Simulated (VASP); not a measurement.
Input of a VASP 6.6.1 run:

INCAR

```
ALGO = Normal ; EDIFF = 1E-6
ENCUT = 520 ; GGA = PE
ISIF = 2 ; ISMEAR = 0
LASPH = True ; LCHARG = False
LREAL = False ; LWAVE = False
NBANDS = 16 ; NELM = 60
PREC = Accurate ; SIGMA = 0.05
```

KPOINTS

```
k-points
0
Gamma
  9 9 6
```

Contents of POSCAR:

```
AlN
1.0
    3.0776198361      0.0000000000      0.0000000000
   -1.5388099180      2.6652969613      0.0000000000
    0.0000000000      0.0000000000      4.9331731272
Al N
2 2
Direct
    0.3239719789      0.6666666667      0.0017290859
    0.6760280211      0.3333333333      0.5017290859
    0.3416130132      0.6666666667      0.3832709141
    0.6583869868      0.3333333333      0.8832709141
```

Potentials or basis: VASP PAW PBE potentials, release 64 (Al, N).

Launch:

```bash
$ cat potpaw_PBE.64/Al/POTCAR potpaw_PBE.64/N/POTCAR > POTCAR
$ mpirun -np 1 vasp_std > vasp.out
```

Problem. What does it give for the band gap on the k mesh?

Solution. 4.48 eV.

Problem. What does it give for the pressure?

Solution. 10.6 GPa.

Forces in eV/Å, atoms in the order of the input:
```
Al   0.166  0.004 -0.014
Al  -0.166 -0.004 -0.014
N   -0.064  0.002  0.014
N    0.064 -0.002  0.014
```

Caveat: the cell differs from its parent crystal (atoms displaced along a vibrational mode, the cell strained); the cell stands under pressure; an odd mesh through Γ misses points on the zone boundary, where band edges can lie.
